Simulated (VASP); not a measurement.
# Ti (Pm-3m) in VASP: further runs

Ti is run at these levels: LDA; tasks: single point.

Everything below comes from runs of VASP 6.6.1. Logs are shortened: lines on timing, memory, paths and dates and some standing lists are left out, and cuts for length are marked.

### 1 The cell of the first run

Symmetry: Pm-3m, No. 221, cubic system. The conventional cell has a = 2.556 Å, b = 2.556 Å, c = 2.556 Å, α = 90.00°, β = 90.00°, γ = 90.00°. Ti (site symmetry m-3m) has 6 Ti at 2.56 Å within 3.4 Å.

### 2 Single point, LDA

File INCAR:

```
PREC = Accurate
ENCUT = 520
EDIFF = 1E-6
ISMEAR = -1
SIGMA = 0.1
LREAL = F
LASPH = T
NELM = 100
ALGO = Normal
ISIF = 2
LWAVE = F
LCHARG = F
NBANDS = 12
```

File KPOINTS:

```
regular mesh
0
Gamma
  14 14 14
```

File POSCAR:

```
Ti
1.0
    2.5563128606      0.0000000000      0.0000000000
    0.0000000000      2.5563128606      0.0000000000
    0.0000000000      0.0000000000      2.5563128606
Ti
1
Direct
    0.0000000000      0.0000000000      0.0000000000
```

Potentials or basis: VASP PAW LDA potentials, release 64 (Ti_sv).

Started as:

```console
$ cat potpaw_LDA.64/Ti_sv/POTCAR > POTCAR
$ mpirun -np 1 vasp_std > vasp.out
```

OUTCAR:

```text
PREC = Accurate
   ENCUT = 520
   EDIFF = 1E-6
   ISMEAR = -1
   LREAL = F
   LASPH = T
   NELM = 100
   ISIF = 2

 ion  position               nearest neighbor table
   1  0.000  0.000  0.000-

  LATTYP: Found a simple cubic cell.
 ALAT       =     2.5563128606

  Lattice vectors:

 A1 = (   2.5563128606,   0.0000000000,   0.0000000000)
 A2 = (   0.0000000000,   2.5563128606,   0.0000000000)
 A3 = (   0.0000000000,   0.0000000000,   2.5563128606)

Analysis of symmetry for initial positions (statically):
=====================================================================
 Subroutine PRICEL returns:
 Original cell was already a primitive cell.

 Routine SETGRP: Setting up the symmetry group for a
 simple cubic supercell.

 Subroutine GETGRP returns: Found 48 space group operations
 (whereof 48 operations were pure point group operations)
 out of a pool of 48 trial point group operations.

The static configuration has the point symmetry O_h .

Analysis of symmetry for dynamics (positions and initial velocities):
=====================================================================
 Subroutine PRICEL returns:
 Original cell was already a primitive cell.

 Routine SETGRP: Setting up the symmetry group for a
 simple cubic supercell.

 Subroutine GETGRP returns: Found 48 space group operations
 (whereof 48 operations were pure point group operations)
 out of a pool of 48 trial point group operations.

The dynamic configuration has the point symmetry O_h .

 Subroutine INISYM returns: Found 48 space group operations
 (whereof 48 operations are pure point group operations),
 and found     1 'primitive' translations

----------------------------------------------------------------------------------------

                                     Primitive cell

  volume of cell :      16.7048

  direct lattice vectors                    reciprocal lattice vectors
     2.556312861  0.000000000  0.000000000     0.391188424  0.000000000  0.000000000
     0.000000000  2.556312861  0.000000000     0.000000000  0.391188424  0.000000000
     0.000000000  0.000000000  2.556312861     0.000000000  0.000000000  0.391188424

  length of vectors
     2.556312861  2.556312861  2.556312861     0.391188424  0.391188424  0.391188424

  position of ions in fractional coordinates (direct lattice)
     0.000000000  0.000000000  0.000000000

  ion indices of the primitive-cell ions
   primitive index   ion index
                 1           1

----------------------------------------------------------------------------------------

 KPOINTS: regular mesh

Automatic generation of k-mesh.
 Grid dimensions read from file:
 generate k-points for:   14   14   14

 Generating k-lattice:

  Cartesian coordinates                     Fractional coordinates (reciprocal lattice)
     0.027942030  0.000000000  0.000000000     0.071428571  0.000000000  0.000000000
     0.000000000  0.027942030  0.000000000     0.000000000  0.071428571  0.000000000
     0.000000000  0.000000000  0.027942030     0.000000000  0.000000000  0.071428571

  Length of vectors
     0.027942030  0.027942030  0.027942030

  Shift w.r.t. Gamma in fractional coordinates (k-lattice)
     0.000000000  0.000000000  0.000000000

 Subroutine IBZKPT returns following result:
 ===========================================

 Found    120 irreducible k-points:

 Following reciprocal coordinates:
            Coordinates               Weight
  0.000000  0.000000  0.000000      1.000000
  0.071429  0.000000  0.000000      6.000000
  0.142857  0.000000  0.000000      6.000000
  0.214286  0.000000  0.000000      6.000000
  0.285714  0.000000  0.000000      6.000000
  0.357143  0.000000  0.000000      6.000000
[... 16 lines left out ...]
  0.285714  0.214286  0.000000     24.000000
  0.357143  0.214286  0.000000     24.000000
 [... further k-points ...]
   k-points           NKPTS =    120   k-points in BZ     NKDIM =    120   number of bands    NBANDS=     12
   number of dos      NEDOS =    301   number of ions     NIONS =      1
   total plane-waves  NPLWV =   8000
   dimension x,y,z NGX =    20 NGY =   20 NGZ =   20
   dimension x,y,z NGXF=    40 NGYF=   40 NGZF=   40
   ions per type =               1
   NGX,Y,Z   is equivalent  to a cutoff of  13.01, 13.01, 13.01 a.u.
   NGXF,Y,Z  is equivalent  to a cutoff of  26.01, 26.01, 26.01 a.u.
 SYSTEM =  unknown system
   PREC   = accura    normal or accurate (medium, high low for compatibility)
   ISTART =      0    job   : 0-new  1-cont  2-samecut
   ICHARG =      2    charge: 1-file 2-atom 10-const
   ISPIN  =      1    spin polarized calculation?
   LNONCOLLINEAR =      F non collinear calculations
   LSORBIT =      F    spin-orbit coupling
   LASPH  =      T    aspherical Exc in radial PAW
   ENCUT  =  520.0 eV  38.22 Ry    6.18 a.u.   4.75  4.75  4.75*2*pi/ulx,y,z
   NELM   =    100;   NELMIN=  2; NELMDL= -5     # of ELM steps
   EDIFF  = 0.1E-05   stopping-criterion for ELM
   LREAL  =      F    real-space projection
   EDIFFG = 0.1E-04   stopping-criterion for IOM
   NSW    =      0    number of steps for IOM
   IBRION =     -1    ionic relax: 0-MD 1-quasi-New 2-CG
   NFREE  =      0    steps in history (QN), initial steepest desc. (CG)
   ISIF   =      2    stress and relaxation
   ISYM   =      2    0-nonsym 1-usesym 2-fastsym
   POTIM  = 0.5000    time-step for ionic-motion
   TEBEG  =    0.0;   TEEND  =   0.0 temperature during run
   PSTRESS=    0.0 pullay stress
   NELECT =      12.0000    total number of electrons
   NUPDOWN=      -1.0000    fix difference up-down
   EMIN   =  10.00;   EMAX   =-10.00  energy-range for DOS
   EFERMI =   0.00;   METHOD = LEGACY
   ISMEAR =    -1;   SIGMA  =   0.10  broadening in eV -4-tet -1-fermi 0-gaus
   EFERMI_NEDOS =   21; number of points for ismear=-14 and -15
   IALGO  =     38    algorithm
   IMIX   =      4    mixing-type and parameters
     AMIX     =   0.40;   BMIX     =  1.00
     AMIX_MAG =   1.60;   BMIX_MAG =  1.00
  volume/ion in A,a.u.               =      16.70       112.73
  Fermi-wavevector in a.u.,A,eV,Ry     =   1.466182  2.770682 29.248307  2.149690
  Thomas-Fermi vector in A             =   2.581950
   LORBIT       =      0    0 simple, 1 ext, 2 COOP (PROOUT), +10 PAW based schemes
   GGA     = CA    functional components
   LHFCALC =     F    Hartree Fock is set to
   AEXX    =    0.0000 exact exchange contribution
   IVDW    =     0    specifies the selected vdW correction
   LEPSILON=     F    determine dielectric tensor
   LRPA    =     F    only Hartree local field effects (RPA)
 non-spin polarized calculation
  energy-cutoff  :      520.00
  volume of cell :       16.70
 maximum number of plane-waves:       468
 NGX is ok and might be reduce to    20
   NGX =  9   NGY =  9   NGZ =  9

 number of electron      12.0000010 magnetization

 Free energy of the ion-electron system (eV)
  ---------------------------------------------------
  ext. energy  EPLUGINS =         0.00000000
  ---------------------------------------------------
  free energy    TOTEN  =        -7.79426941 eV

  energy without entropy =       -7.72837662  energy(sigma->0) =       -7.76132302

 E-fermi :   8.2921     XC(G=0): -11.8638

 val. band max:        8.2898161658   @ k =   0.4286   0.3571   0.2857
 cond. band min:       8.3240575605   @ k =   0.5000   0.0000   0.0000
 fundamental gap:      0.0342413947
 Fermi energy:         8.2921032259

 k-point     1 :       0.0000    0.0000    0.0000
  band No.  band energies     occupation
      1     -47.4982      2.00000
      2     -23.4884      2.00000
      3     -23.4884      2.00000
      4     -23.4884      2.00000
      5       2.4730      2.00000
      6       6.7927      2.00000
      7       6.7927      2.00000
      8      12.6072      0.00000
      9      12.6072      0.00000
     10      12.6072      0.00000
     11      25.0400      0.00000
     12      25.0400      0.00000

 k-point     2 :       0.0714    0.0000    0.0000
  band No.  band energies     occupation
      1     -47.4892      2.00000
      2     -23.5498      2.00000
      3     -23.4832      2.00000
      4     -23.4832      2.00000
      5       2.6175      2.00000
      6       6.8290      2.00000
      7       6.9065      2.00000
      8      12.4776      0.00000
      9      12.4776      0.00000
     10      12.6168      0.00000
     11      24.0093      0.00000
     12      25.2735      0.00000

 k-point     3 :       0.1429    0.0000    0.0000
  band No.  band energies     occupation
      1     -47.4639      2.00000
      2     -23.7196      2.00000
      3     -23.4685      2.00000
      4     -23.4685      2.00000
      5       3.0318      2.00000
      6       6.9323      2.00000
      7       7.2287      1.99995
      8      12.1324      0.00000
      9      12.1324      0.00000
     10      12.6437      0.00000
     11      22.0764      0.00000
     12      25.9317      0.00000
[... 286 lines left out ...]
 k-point    23 :       0.2857    0.2143    0.0000
  band No.  band energies     occupation
      1     -47.3169      2.00000
      2     -24.1612      2.00000
      3     -23.8736      2.00000
      4     -23.3839      2.00000
      5       5.3080      2.00000
      6       7.6645      1.99624
      7       8.8749      0.00587
      8      10.6139      0.00000
      9      11.3362      0.00000
     10      11.9056      0.00000
     11      19.2993      0.00000
     12      22.4787      0.00000

 k-point    24 :       0.3571    0.2143    0.0000
  band No.  band energies     occupation
      1     -47.2801      2.00000
      2     -24.3838      2.00000
      3     -23.8464      2.00000
      4     -23.3629      2.00000
      5       5.9240      2.00000
      6       7.6517      1.99670
      7       8.9796      0.00206
      8      10.9769      0.00000
      9      11.0506      0.00000
     10      11.9588      0.00000
     11      17.8214      0.00000
     12      23.2406      0.00000

 [... further k-points ...]

------------------------ aborting loop because EDIFF is reached ----------------------------------------

  FORCE on cell =-STRESS in cart. coord.  units (eV):
  Direction    XX          YY          ZZ          XY          YZ          ZX
  --------------------------------------------------------------------------------------
  -------------------------------------------------------------------------------------
  Total       -0.0151181     -0.0151181     -0.0151181      0.0000000      0.0000000      0.0000000
  in kB       -1.4499959     -1.4499959     -1.4499959      0.0000000      0.0000000      0.0000000
  external PRESSURE =      -1.4499959 kB  Pullay stress =       0.0000000 kB

 VOLUME and BASIS-vectors are now :
 -----------------------------------------------------------------------------
  energy-cutoff  :      520.00
  volume of cell :       16.70
      direct lattice vectors                 reciprocal lattice vectors
     2.556312861  0.000000000  0.000000000     0.391188424  0.000000000  0.000000000
     0.000000000  2.556312861  0.000000000     0.000000000  0.391188424  0.000000000
     0.000000000  0.000000000  2.556312861     0.000000000  0.000000000  0.391188424

 POSITION                                       TOTAL-FORCE (eV/Angst)
 -----------------------------------------------------------------------------------
      0.00000      0.00000      0.00000         0.000000      0.000000      0.000000
 -----------------------------------------------------------------------------------
    total drift:                               -0.000000     -0.000000     -0.000000

  FREE ENERGIE OF THE ION-ELECTRON SYSTEM (eV)
  ---------------------------------------------------
  free  energy   TOTEN  =        -7.7942694139 eV

  energy  without entropy=       -7.7283766199  energy(sigma->0) =       -7.76132302
```

It took 12 s on 1 thread of AMD EPYC 7R13 (Zen 3), shared host; peak memory 0.1 GiB.

Results:

| Property | Result |
| --- | --- |
| Free energy | -7.7943 eV |
| Pressure | -0.1 GPa |
| Band gap on the k mesh | zero (band 6 reaches 9.05 eV, above the bottom of band 7 at 6.79 eV) |

Levels at points of the mesh, in eV from the Fermi level:
| k point | band 3 | band 4 | band 5 | band 6 | band 7 | band 8 | band 9 | band 10 |
| --- | --- | --- | --- | --- | --- | --- | --- | --- |
| (0.00, 0.00, 0.00) | -31.78 | -31.78 | -5.82 | -1.50 | -1.50 | 4.32 | 4.32 | 4.32 |
| (0.50, 0.00, 0.00) | -31.67 | -31.67 | -1.84 | -0.70 | 0.03 | 2.18 | 2.18 | 4.51 |
| (0.50, 0.50, 0.00) | -32.77 | -31.57 | -3.09 | -0.10 | 2.66 | 2.66 | 5.66 | 5.84 |
| (0.50, 0.50, 0.50) | -32.60 | -32.60 | -1.44 | -1.44 | -1.44 | 5.78 | 5.78 | 9.33 |

(Part 1 of 2 ends here.)
